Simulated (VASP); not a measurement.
Set up this calculation in VASP 6.6.1, as the native input.

- Task: relaxation of cell and atoms
- Functional: PBE
- Potentials or basis: VASP PAW PBE potentials, release 64 (Hf_pv, B)
- Cutoff: 600 eV
- k mesh: 10 × 10 × 8
- Occupations: fermi-dirac, width 0.05 eV
- Spin: no spin polarisation
- Hubbard terms: Hf d U = 4.0 eV
- Dipole correction: no
- Further INCAR settings: ALGO = Normal; EDIFF = 1e-06; IBRION = 2; EDIFFG = -0.01; NSW = 60; ISIF = 3

The structure of HfB2 lies in POSCAR:

```
HfB2
1.0
    3.1400000000      0.0000000000      0.0000000000
   -1.5700000000      2.7193197679      0.0000000000
    0.0000000000      0.0000000000      3.4800000000
Hf B
1 2
Direct
    0.0000000000      0.0000000000      0.0000000000
    0.6666666667      0.3333333333      0.5000000000
    0.3333333333      0.6666666667      0.5000000000
```

One way to write it, as run:

INCAR

```
ALGO = Normal
EDIFF = 1E-6
EDIFFG = -0.01
ENCUT = 600
GGA = PE
IBRION = 2
ISIF = 3
ISMEAR = -1
LASPH = T
LCHARG = F
LDAU = T
LDAUJ = 0 0
LDAUL = 2 -1
LDAUPRINT = 1
LDAUTYPE = 2
LDAUU = 4 0
LMAXMIX = 4
LREAL = F
LWAVE = F
NELM = 150
NSW = 60
PREC = Accurate
SIGMA = 0.05
```

KPOINTS

```
k-points
0
Gamma
  10 10 8
```

Potentials or basis: VASP PAW PBE potentials, release 64 (Hf_pv, B).

Command:

```bash
$ cat potpaw_PBE.64/Hf_pv/POTCAR potpaw_PBE.64/B/POTCAR > POTCAR
$ mpirun -np 1 vasp_std > vasp.out
```

Results of the run:

| Property | Result |
| --- | --- |
| Relaxed volume | 10.41 Å³/atom |
| Relaxed cell | a = 3.175 Å, b = 3.175 Å, c = 3.577 Å, α = 90.00°, β = 90.00°, γ = 120.00° |
| Space group after relaxing (to 0.1 Å) | P6/mmm (No. 191) |
| Energy gained by relaxing | 21.0 meV/atom |
| Ionic steps | 7 |
| Pressure after relaxing | 0.1 GPa |
| Band gap on the k mesh | zero (bands 8 and 9 overlap by 1.05 eV) |

Caveat: spin-orbit coupling is left out, which moves the levels of the heavy elements; U without spin polarisation on a metal has little footing; the U is typed as a test and isn't derived for this compound.

Wall time 60 s on 1 thread of Intel(R) Xeon(R) 6975P-C (Granite Rapids) (shared host), peak memory 0.19 GiB.
